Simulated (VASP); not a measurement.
MnS:

```
Mn S
1.0
     0.00000    2.60450    2.60450
     2.60450    0.00000    2.60450
     2.60450    2.60450    0.00000
Mn S
1 1
Direct
  0.00000 0.00000 0.00000
  0.50000 0.50000 0.50000
```

| Item | Value |
| --- | --- |
| Program | VASP 6.6.1 |
| Task | relaxation of cell and atoms |
| Functional | BLYP |
| Dispersion | D3(BJ) |
| Potentials or basis | VASP PAW PBE potentials, release 64 (Mn_pv, S) |
| Cutoff | 600 eV |
| k mesh | 9 × 9 × 9 |
| Occupations | fermi-dirac, width 0.05 eV |
| Spin | collinear spin, ferromagnetic start |
| Starting moments | [4.0, 0.0] μB |

At the start: pressure -7.0 GPa; volume 17.67 Å³/atom.

Question: How do energy, volume and symmetry change on relaxing?

Answer: Over 12 steps the energy falls by 58.5 meV/atom and the volume is 15.82 Å³/atom (-10.4 %); space group Fm-3m (No. 225, to 0.1 Å) before and after; moment 4.16 μB per cell.

The path:
| step | energy change (eV) | largest force (eV/Å) | pressure (GPa) | volume (Å³) |
| --- | --- | --- | --- | --- |
| 1 | 0.0000 | 0.0000 | -7.03 | 35.33 |
| 2 | -0.1124 | 0.0000 | 15.96 | 31.52 |
| 3 | -0.0513 | 0.0000 | -5.73 | 34.04 |
| 4 | -0.0753 | 0.0000 | -4.97 | 33.32 |
| 5 | -0.1007 | 0.0000 | -4.02 | 32.41 |
| 6 | -0.1115 | 0.0000 | -3.68 | 31.96 |
| 7 | -0.1161 | 0.0000 | -2.64 | 31.74 |
| 8 | -0.1170 | 0.0000 | 0.77 | 31.63 |
| 9 | -0.1112 | 0.0000 | -3.61 | 31.98 |
| 10 | -0.1168 | 0.0000 | -1.65 | 31.69 |
| 11 | -0.1170 | 0.0000 | -0.16 | 31.65 |
| 12 | -0.1170 | 0.0000 | -0.06 | 31.65 |

Final structure:
```
Mn S
1.0
     0.00000    2.51049    2.51049
     2.51049    0.00000    2.51049
     2.51049    2.51049    0.00000
Mn S
1 1
Direct
  0.00000 0.00000 0.00000
  0.50000 0.50000 0.50000
```

Caveat: the PAW data sets were made with another functional, which shifts forces and pressure a little; a cell with one magnetic atom can't hold antiferromagnetic order, which such compounds often take.
